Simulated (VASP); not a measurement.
A run of VASP 6.6.1:

Contents of POSCAR:

```
PbS
1.0
    0.0000000000      3.3009774971      3.3009774971
    3.3009774971      0.0000000000      3.3009774971
    3.3009774971      3.3009774971      0.0000000000
Pb S
1 1
Direct
    0.0000000000      0.0000000000      0.0000000000
    0.2500000000      0.2500000000      0.2500000000
```

INCAR.step1

```
PREC = Accurate ; ENCUT = 520
EDIFF = 1E-5 ; ISMEAR = 0
SIGMA = 0.01 ; LREAL = F
LASPH = T ; NELM = 80
ALGO = Normal ; ISIF = 2
LWAVE = T ; GGA = PE
NBANDS = 17
```

INCAR.step2

```
PREC = Accurate ; ENCUT = 520
EDIFF = 1E-6 ; ISMEAR = 0
SIGMA = 0.01 ; LREAL = F
LASPH = T ; NELM = 80
ALGO = Normal ; ISIF = 2
LWAVE = F ; LCHARG = T
GGA = PE ; LHFCALC = T
AEXX = 0.5 ; HFSCREEN = 0.3
PRECFOCK = Normal ; LELF = T
LVHAR = T ; ISTART = 1
NBANDS = 17
```

File KPOINTS:

```
Automatic mesh
0
Gamma
  4 4 4
```

Potentials or basis: VASP PAW PBE potentials, release 64 (Pb_d, S).

Run with:

```bash
$ cat potpaw_PBE.64/Pb_d/POTCAR potpaw_PBE.64/S/POTCAR > POTCAR
$ cp INCAR.step1 INCAR
$ mpirun -np 1 vasp_std > vasp.out
$ cp INCAR.step2 INCAR
$ mpirun -np 1 vasp_std > vasp.out
```

Hardware: 1 thread of AMD EPYC 7R13 (shared host).

Problem. Estimate the wall time of this run.

Solution. It took 27 min on 1 thread of AMD EPYC 7R13, on a shared host, peak memory 0.29 GiB. Counts: k points 8.
